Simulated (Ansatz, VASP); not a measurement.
KTaO3 in VASP and in Ansatz

File INCAR:

```
PREC = Accurate
ENCUT = 520
EDIFF = 1E-8
ISMEAR = -1
SIGMA = 0.01
LREAL = F
LASPH = T
NELM = 60
ALGO = Normal
ISIF = 2
LWAVE = F
LCHARG = F
GGA = PE
LEFG = T
NBANDS = 27
```

File KPOINTS:

```
regular mesh
0
Gamma
  5 5 5
```

Contents of POSCAR:

```
KTaO3
1.0
    3.9749611044      0.0000000000      0.0000000000
    0.0000000000      3.9749611044      0.0000000000
    0.0000000000      0.0000000000      3.9749611044
K Ta O
1 1 3
Direct
    0.5000000000      0.5000000000      0.5000000000
    0.0000000000      0.0000000000      0.0000000000
    0.5000000000      0.0000000000      0.0000000000
    0.0000000000      0.5000000000      0.0000000000
    0.0000000000      0.0000000000      0.5000000000
```

Input for Ansatz:

```yaml
crystal:
  lattice:
    - [3.9749611044, 0.0, 0.0]
    - [0.0, 3.9749611044, 0.0]
    - [0.0, 0.0, 3.9749611044]
  atoms:
    - { symbol: K, position: [0.5, 0.5, 0.5] }
    - { symbol: Ta, position: [0.0, 0.0, 0.0] }
    - { symbol: O, position: [0.5, 0.0, 0.0] }
    - { symbol: O, position: [0.0, 0.5, 0.0] }
    - { symbol: O, position: [0.0, 0.0, 0.5] }
kpoints:
  mp_grid: { grid: [5, 5, 5] }
scf:
  occupations: { method: fermi_dirac, width: 0.01 }
hamiltonian:
  xc: pbe
  pseudopotentials: { kind: all_electron, datasets: crystal }
output:
  forces: true
  stress: true
  eigenvalues: true
  efg: { contact_densities: true }
```

Change from the starting cell: volume scaled by 0.99, crystal datasets.

Alike in both runs: task electric field gradients; functional PBE; k mesh 5 × 5 × 5; occupations fermi-dirac, width 0.01 eV; no spin polarisation.

|  | VASP | Ansatz |
| --- | --- | --- |
| version | VASP 6.6.1 | Ansatz 0.2.0 |
| potentials or method | VASP PAW PBE potentials, release 64 (K_sv, Ta_pv, O), cutoff 520 eV | all-electron PAW with datasets made for the crystal, scalar-relativistic |

```csv
,VASP,Ansatz,Ansatz less VASP
gap on the k mesh at the Fermi level (eV),2.31,2.36,+0.055
pressure (GPa),8.3,7.6,-0.65
size of Vzz on the site where it differs most (V/Å²),18.3,19.5,+1.23
```

Ansatz ran all-electron here, and VASP with PAW potentials.

Neither program's run includes spin-orbit coupling.
